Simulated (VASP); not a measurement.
A run of VASP 6.6.1 is set up as follows.

The input INCAR:

```
SYSTEM = Mn
ALGO     = Normal         ! electronic algorithm
EDIFF    = 1E-7           ! SCF threshold, eV
EDIFFG   = -0.01          ! ionic threshold
ENCUT    = 600            ! plane-wave cutoff, eV
GGA      = PE             ! functional
IBRION   = 2              ! ionic algorithm
ISIF     = 3              ! what is computed and relaxed
ISMEAR   = -1             ! smearing method
LASPH    = .TRUE.         ! aspherical terms in the spheres
LCHARG   = .FALSE.        ! write CHGCAR
LREAL    = .FALSE.        ! projectors in reciprocal space
LWAVE    = .FALSE.        ! write WAVECAR
NELM     = 60             ! most SCF steps
NSW      = 80             ! ionic steps
PREC     = Accurate       ! precision mode
SIGMA    = 0.1            ! smearing width, eV
```

The input KPOINTS:

```
k-points
0
G
  9 9 13
  0 0 0
```

POSCAR

```
Mn
1.0
    4.0493320461      0.0000000000      0.0000000000
   -2.0246660230      3.5068244202      0.0000000000
    0.0000000000      0.0000000000      2.4822405442
Mn
3
Direct
    0.0000000000      0.0000000000      0.0000000000
    0.3333333333      0.6666666667      0.5000000000
    0.6666666667      0.3333333333      0.5000000000
```

Potentials or basis: VASP PAW PBE potentials, release 64 (Mn_pv).

The run is started by

```sh
$ cat potpaw_PBE.64/Mn_pv/POTCAR > POTCAR
$ mpirun -np 1 vasp_std > vasp.out
```

(1) Estimate the relaxed volume.

(2) What does it give for the band gap on the k mesh?

(3) Estimate the space group after relaxing (to 0.1 Å).

Results:

(1) 10.79 Å³/atom.

(2) zero (an odd number of electrons rules out a gap without spin polarisation).

(3) P6/mmm (No. 191).

Caveat: the highest band is partly filled, so the run has too few bands; the run has no spin polarisation, though such a crystal can be magnetic.
